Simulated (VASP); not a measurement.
Input of a VASP 6.6.1 run:

Contents of INCAR:

```
ALGO = Normal
EDIFF = 1E-6
ENCUT = 520
GGA = PE
ISIF = 2
ISMEAR = 0
LASPH = T
LCHARG = F
LREAL = F
LWAVE = F
NBANDS = 36
NELM = 100
PREC = Accurate
SIGMA = 0.1
```

File KPOINTS:

```
k-points
0
Gamma
  6 6 6
```

POSCAR

```
BaTa3O2
1.0
    2.8098927900      1.6222923600      4.3082215600
   -2.8098927900      1.6222923600      4.3082215600
    0.0000000000     -3.2445847100      4.3082215600
Ba Ta O
1 3 2
Direct
    0.0000000000      0.0000000000      0.0000000000
    0.0000000000      0.5000000000      0.0000000000
    0.5000000000      0.0000000000      0.0000000000
    0.0000000000      0.0000000000      0.5000000000
    0.6258709400      0.6258709400      0.6258709400
    0.3741290600      0.3741290600      0.3741290600
```

Potentials or basis: VASP PAW PBE potentials, release 64 (Ba_sv, Ta_pv, O).

Launch:

```sh
$ cat potpaw_PBE.64/Ba_sv/POTCAR potpaw_PBE.64/Ta_pv/POTCAR potpaw_PBE.64/O/POTCAR > POTCAR
$ mpirun -np 1 vasp_std > vasp.out
```

Predict the largest force.

0.544 eV/Å.

What does it give for the pressure?

1.9 GPa.

Forces on the atoms (eV/Å):
```
Ba   0.000  0.000  0.000
Ta   0.000  0.000  0.000
Ta   0.000  0.000  0.000
Ta   0.000  0.000  0.000
O    0.000  0.000  0.544
O    0.000  0.000 -0.544
```

Caveat: an odd number of electrons without spin polarisation forces a metal; a magnetic or distorted state may lie lower.
